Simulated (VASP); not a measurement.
Input of a VASP 6.6.1 run:

INCAR

```
PREC = Accurate
ENCUT = 600
EDIFF = 1E-7
ISMEAR = 1
SIGMA = 0.02
LREAL = F
LASPH = T
NELM = 80
ALGO = Normal
ISIF = 3
LWAVE = F
LCHARG = F
GGA = PS
IBRION = 2
NSW = 80
EDIFFG = -0.01
```

KPOINTS

```
Automatic mesh
0
Gamma
  2 5 5
```

File POSCAR:

```
PbS
1.0
   11.2982770800      0.0000000000      0.0000000000
    0.0000000000      3.0043750300      3.0061807900
    0.0000000000     -3.0043750300      3.0061807900
Pb S
2 2
Direct
    0.6245814000      0.2566380300      0.7566380300
    0.3754186000      0.7566380300      0.2566380300
    0.6136752500      0.7643619700      0.2643619700
    0.3863247500      0.2643619700      0.7643619700
```

Potentials or basis: VASP PAW PBE potentials, release 64 (Pb_d, S).

Launch:

```console
$ cat potpaw_PBE.64/Pb_d/POTCAR potpaw_PBE.64/S/POTCAR > POTCAR
$ mpirun -np 1 vasp_std > vasp.out
```

Q: Estimate the relaxed cell.

A: a = 11.218 Å, b = 4.171 Å, c = 4.171 Å, α = 90.00°, β = 90.00°, γ = 90.00°.

Q: Estimate the band gap on the k mesh.

A: 1.57 eV, direct.

Q: Estimate the space group after relaxing (to 0.05 Å).

A: P4/nmm (No. 129).

Step by step:
```csv
step,energy change (eV),largest force (eV/Å),pressure (GPa),volume (Å³)
1,0.0000,0.2577,-1.29,204.09
2,-0.0332,0.2169,0.63,192.17
3,-0.0406,0.0702,0.01,195.59
4,-0.0417,0.0198,0.00,195.40
5,-0.0417,0.0188,0.00,195.40
6,-0.0418,0.0181,0.00,195.43
7,-0.0419,0.0170,-0.03,195.53
8,-0.0421,0.0212,-0.09,195.74
9,-0.0421,0.0204,-0.08,195.72
10,-0.0422,0.0180,-0.07,195.64
11,-0.0423,0.0131,-0.05,195.49
12,-0.0424,0.0065,-0.01,195.19
```

Caveat: the PAW data sets were made with another functional, which shifts forces and pressure a little; spin-orbit coupling is left out, which moves the levels of the heavy elements.
